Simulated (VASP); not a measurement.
Li2TiO2:

```xyz
5
Lattice="-1.5000 1.8750 4.7000 1.5000 -1.8750 4.7000 1.5000 1.8750 -4.7000" Properties=species:S:1:pos:R:3 pbc="T T T"
Li    0.0000    0.0000    2.6884
Li    0.0000    0.0000    6.7116
Ti    0.0000    0.0000    0.0000
O     0.0000    1.8750    3.3511
O     1.5000    0.0000    1.3489
```

```yaml
Program: VASP 6.6.1
Task: relaxation of cell and atoms
Functional: PBE
Potentials_or_basis: VASP PAW PBE potentials, release 64 (Li_sv, Ti_sv, O)
Cutoff: 600 eV
k_mesh: 5 × 5 × 5
Occupations: gaussian, width 0.15 eV
Spin: collinear spin
Starting_moments: "[0.0, 0.0, 1.0, 0.0, 0.0] μB"
```

At the start: pressure -1.2 GPa; volume 10.58 Å³/atom.

Problem. How do energy, volume and symmetry change on relaxing?

Solution. Over 7 steps the energy falls by 13.9 meV/atom and the volume is 10.38 Å³/atom (-1.8 %); space group Immm (No. 71, to 0.1 Å) before and after; moment 0.00 μB per cell.

The path:
| step | energy change (eV) | largest force (eV/Å) | pressure (GPa) | volume (Å³) |
| --- | --- | --- | --- | --- |
| 1 | 0.0000 | 0.3879 | -1.21 | 52.88 |
| 2 | -0.0469 | 0.2769 | -0.13 | 52.25 |
| 3 | -0.0573 | 0.1985 | 0.77 | 51.77 |
| 4 | -0.0619 | 0.1290 | -0.54 | 52.14 |
| 5 | -0.0619 | 0.1312 | -0.67 | 52.17 |
| 6 | -0.0661 | 0.0852 | -0.38 | 52.08 |
| 7 | -0.0695 | 0.0429 | 0.23 | 51.92 |

Final structure:
```
CELL_PARAMETERS angstrom
-1.46205 1.85345 4.78950
1.46205 -1.85345 4.78950
1.46205 1.85345 -4.78950
ATOMIC_POSITIONS crystal
Li 0.29518 0.29518 0.00000
Li 0.70482 0.70482 0.00000
Ti 0.00000 0.00000 0.00000
O 0.85611 0.35611 0.50000
O 0.14389 0.64389 0.50000
```

Caveat: the k points lie up to 0.45 Å⁻¹ apart in the final cell; the cutoff is under 1.25 times the usual one of these potentials, so pressure, stress and relaxed cells hold a basis-set (Pulay) error; the relaxation stopped at a loose force limit of 0.08 eV/Å, so its end isn't a converged minimum.
